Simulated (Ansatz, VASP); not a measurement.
One calculation of Al3GaIr, two programs

```
CELL_PARAMETERS angstrom
4.77694 0.00000 0.00000
0.00000 4.77694 0.00000
0.00000 0.00000 4.78982
ATOMIC_POSITIONS crystal
Al 0.50000 0.50000 0.50000
Al 0.50000 0.00000 0.00000
Al 0.00000 0.50000 0.00000
Ga 0.00000 0.00000 0.50000
Ir 0.00000 0.00000 0.00000
```

Alike in both runs: task single point; functional PBE; k mesh 4 × 4 × 4; occupations gaussian, width 0.1 eV; collinear spin.

|  | VASP | Ansatz |
| --- | --- | --- |
| version | VASP 6.6.1 | Ansatz 0.2.0 |
| potentials or method | VASP PAW PBE potentials, release 64 (Al, Ga_d, Ir), cutoff 520 eV | scalar-relativistic, plane waves, PAW |
| valence electrons in the cell | 31 | 39 |

VASP gave:

| Quantity | Value |
| --- | --- |
| gap on the k mesh at the Fermi level (eV) | none |
| pressure (GPa) | 0.0 |
| traceless stress, the component that is largest in VASP (GPa) | 0.19 |
| net moment per atom (μB) | 0.00 |

**Question.** What did Ansatz give for the same quantities?

**Answer.** gap on the k mesh at the Fermi level (eV): none; pressure (GPa): 0.0; traceless stress, the component that is largest in VASP (GPa): 0.10; net moment per atom (μB): 0.00.

A gap of «none» marks a metal or a gap that the smearing closes. VASP's potentials hold 31 valence electrons a cell and Ansatz's 39, so a difference there can come from the potentials and not from the codes. Ansatz's warnings: seeded moment not kept.

Spin-orbit coupling is off throughout.
